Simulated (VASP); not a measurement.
Here is a VASP 6.6.1 calculation.

Contents of INCAR:

```
SYSTEM = Ge
ALGO = Normal
EDIFF = 1E-6
ENCUT = 520
GGA = PE
ISIF = 2
ISMEAR = -1
LASPH = .TRUE.
LCHARG = .FALSE.
LREAL = .FALSE.
LWAVE = .FALSE.
NBANDS = 13
NELM = 60
PREC = Accurate
SIGMA = 0.05
```

File KPOINTS:

```
k-points
0
G
  10 10 10
  0 0 0
```

POSCAR

```
Ge
1.0
    2.6400700000     -0.0332010000     -0.0298520000
   -0.0332010000      2.7560120000     -0.0258190000
   -0.0298520000     -0.0258190000      2.7377650000
Ge
1
Direct
    0.0127240000      0.0051740000      0.0117070000
```

Potentials or basis: VASP PAW PBE potentials, release 64 (Ge_d).

Launch:

```console
$ cat potpaw_PBE.64/Ge_d/POTCAR > POTCAR
$ mpirun -np 1 vasp_std > vasp.out
```

Task: Estimate the pressure.

Result: -0.2 GPa.

Task: Estimate the band gap on the k mesh.

Result: Zero (band 7 reaches 11.88 eV, above the bottom of band 8 at 3.41 eV).

Stress tensor (GPa, compression positive):
```
 4.98  0.46  0.38
 0.46 -3.49  0.17
 0.38  0.17 -2.20
```

Caveat: the cell differs from its parent crystal (the cell strained at random).
